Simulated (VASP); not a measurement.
Input of a VASP 6.6.1 run:

File POSCAR:

```
H14CO8
1.0
    5.7929360000      0.0000000000      0.0000000000
    0.0000000000      5.7929360000      0.0000000000
    0.0000000000      0.0000000000      5.7929360000
O H C
8 14 1
Direct
    0.3697606878      0.1655809766      0.5599923769
    0.3664635687      0.3158847258      0.1230291514
    0.7020274348      0.9242463580      0.3407943744
    0.5580935125      0.7837649164      0.8530044178
    0.2447636225      0.8287334782      0.1819284729
    0.8512091278      0.1973610618      0.9640016738
    1.1186037615      0.5300938937      0.6904788867
    0.8924835351      0.4061843597      0.4021794820
    0.3593341960      0.2502703292      0.4183370919
    0.5082224281      0.0483692552      0.5455437450
    0.5045455361      0.3750602458      0.0366135583
    0.2578830493      0.2375824625      0.0199380763
    0.7261084880      1.0714773994      0.2721590572
    0.6328224582      0.8475667606      0.2074077808
    0.4445759456      0.8465310164      0.9629141423
    0.4640134122      0.7354819732      0.7134724085
    0.2228403697      0.9621373342      0.2893178865
    0.1175051822      0.7266954097      0.2075976672
    0.8174783909      0.3328364063      1.0564418457
    0.7198594978      0.0953747806      0.9226236920
    1.2390435524      0.4612859524      0.5909783916
    0.7998362143      0.5818811048      0.7017857611
    0.9239701595      0.5004025593      0.5848847631
```

Contents of INCAR.step1:

```
SYSTEM = H14CO8
PREC     = Accurate       ! precision mode
ENCUT    = 520            ! plane-wave cutoff, eV
ISMEAR   = -1             ! smearing method
SIGMA    = 0.05           ! smearing width, eV
LREAL    = Auto         
LASPH    = .TRUE.         ! aspherical terms in the spheres
NELM     = 100            ! most SCF steps
NBANDS   = 50             ! bands
GGA      = PE             ! functional
ALGO     = Normal         ! electronic algorithm
EDIFF    = 1E-4           ! SCF threshold, eV
LWAVE    = .TRUE.         ! write WAVECAR
LCHARG   = .FALSE.        ! write CHGCAR
```

Contents of INCAR.step2:

```
SYSTEM = H14CO8
PREC     = Accurate       ! precision mode
ENCUT    = 520            ! plane-wave cutoff, eV
EDIFF    = 1E-6           ! SCF threshold, eV
ISMEAR   = -1             ! smearing method
SIGMA    = 0.05           ! smearing width, eV
LREAL    = Auto         
LASPH    = .TRUE.         ! aspherical terms in the spheres
NELM     = 100            ! most SCF steps
ALGO     = Normal         ! electronic algorithm
ISIF     = 2              ! what is computed and relaxed
LWAVE    = .FALSE.        ! write WAVECAR
LCHARG   = .TRUE.         ! write CHGCAR
METAGGA  = R2SCAN         ! meta-GGA
LMIXTAU  = .TRUE.       
IVDW     = 12             ! dispersion correction
VDW_S6   = 1.0          
VDW_S8   = 0.78981345   
VDW_A1   = 0.49484001   
VDW_A2   = 5.73083694   
LELF     = .TRUE.         ! ELF
LVHAR    = .TRUE.       
NBANDS   = 50             ! bands
ISTART   = 1
```

Contents of KPOINTS:

```
regular mesh
0
G
  1 1 1
  0 0 0
```

Potentials or basis: VASP PAW PBE potentials, release 64 (O, H, C).

Launch:

```console
$ cat potpaw_PBE.64/O/POTCAR potpaw_PBE.64/H/POTCAR potpaw_PBE.64/C/POTCAR > POTCAR
$ cp INCAR.step1 INCAR
$ mpirun -np 1 vasp_gam > vasp.out
$ cp INCAR.step2 INCAR
$ mpirun -np 1 vasp_gam > vasp.out
```

Q: Estimate the largest force.

A: 2.828 eV/Å.

Q: What does it give for the dispersion energy per atom?

A: -0.022 eV.

Q: Estimate the pressure.

A: 0.0 GPa.

Forces in eV/Å, atoms in the order of the input:
```
O    1.446 -2.096  1.229
O    1.144  0.541 -0.791
O   -0.202 -0.957 -0.166
O   -0.794 -0.195 -1.445
O   -0.018  1.395  0.939
O   -0.068 -0.622 -0.596
O    2.349  0.288 -0.382
O    0.008 -0.197 -1.078
H    0.575 -0.235 -1.109
H   -1.914  2.037 -0.423
H   -2.089 -0.546  0.508
H    0.547  0.539 -0.035
H    0.725  1.046  0.038
H    0.136 -0.420  0.869
H   -0.676 -0.614 -0.282
H    0.988  0.776  1.828
H    0.046 -1.153 -0.609
H   -0.306 -0.259 -0.099
H   -0.218 -0.503 -0.034
H    0.679  0.990  0.206
H    0.064 -0.233  0.734
H   -0.830 -0.217 -0.507
C   -1.595  0.636  1.206
```

Caveat: the k points lie up to 1.08 Å⁻¹ apart, too coarse for converged energies, forces and pressures; the PAW data sets were made with another functional, which shifts forces and pressure a little.
